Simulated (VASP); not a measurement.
The system is Li2Se.

```
Li Se
1.0
     0.00000    2.99350    2.99350
     2.99350    0.00000    2.99350
     2.99350    2.99350    0.00000
Li Se
2 1
Cartesian
  4.4903 4.4903 4.4903
  1.4968 1.4968 1.4968
  0.0000 0.0000 0.0000
```

Base run:

* Program: VASP 6.6.1
* Functional: r2SCAN
* Potentials or basis: VASP PAW PBE potentials, release 64 (Li_sv, Se)
* Cutoff: 830 eV
* k mesh: 8 × 8 × 8
* Occupations: gaussian, width 0.01 eV
* Spin: no spin polarisation

Its results: band gap on the k mesh 3.46 eV (least direct gap 4.18 eV); pressure -0.2 GPa.

Question: After a change of settings the same cell gave: band gap on the k mesh 2.80 eV (least direct gap 3.24 eV); pressure -2.4 GPa. Which change was it?
A. functional from r2SCAN to PBE; cutoff from 830 eV to 750 eV; k mesh from 8 × 8 × 8 to 4 × 4 × 4
B. functional from r2SCAN to LDA; potentials or basis from VASP PAW PBE potentials, release 64 (Li_sv, Se) to VASP PAW LDA potentials, release 64 (Li_sv, Se); cutoff from 830 eV to 750 eV
C. functional from r2SCAN to PBE; cutoff from 830 eV to 750 eV; occupations from gaussian, width 0.01 eV to fermi-dirac, width 0.02 eV

Answer: B.

Caveats: the PAW data sets were made with another functional, which shifts forces and pressure a little (at least some runs).
